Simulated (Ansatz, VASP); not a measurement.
## One calculation of Al3GaN4, two programs

```
Al Ga N
1.0
     5.03808    0.00000    0.00006
     0.00000    3.12495    0.00000
    -0.00329    0.00000    5.41039
Al Ga N
3 1 4
Direct
  0.50022 0.50000 0.16726
  0.00067 0.50000 0.83490
  0.00100 0.00000 0.33164
  0.49949 0.00000 0.66620
  0.11071 0.00000 0.66632
  0.12268 0.50000 0.16713
  0.62541 0.50000 0.84068
  0.62341 0.00000 0.32586
```

Alike in both runs: functional r2SCAN; k mesh 6 × 8 × 4; occupations gaussian, width 0.02 eV; no spin polarisation.

Ansatz relaxed the structure, and its values are those at the end. VASP's run is a single point on that final structure, the one shown.

|  | VASP | Ansatz |
| --- | --- | --- |
| version | VASP 6.6.1 | Ansatz 0.2.0 |
| potentials or method | VASP PAW PBE potentials, release 64 (Al, Ga_d, N), cutoff 520 eV | scalar-relativistic, plane waves, PAW |
| valence electrons in the cell | 42 | 42 |

Ansatz gave:

* gap on the k mesh at the Fermi level (eV): 4.15
* least direct gap on the mesh (eV): 4.15
* pressure (GPa): 0.0
* rms of the force components (eV/Å): 0.001

Problem. Estimate VASP's values.

Solution. gap on the k mesh at the Fermi level (eV): 4.16; least direct gap on the mesh (eV): 4.16; pressure (GPa): 0.0; rms of the force components (eV/Å): 0.029.

VASP's potentials were made for PBE, not for r2SCAN.
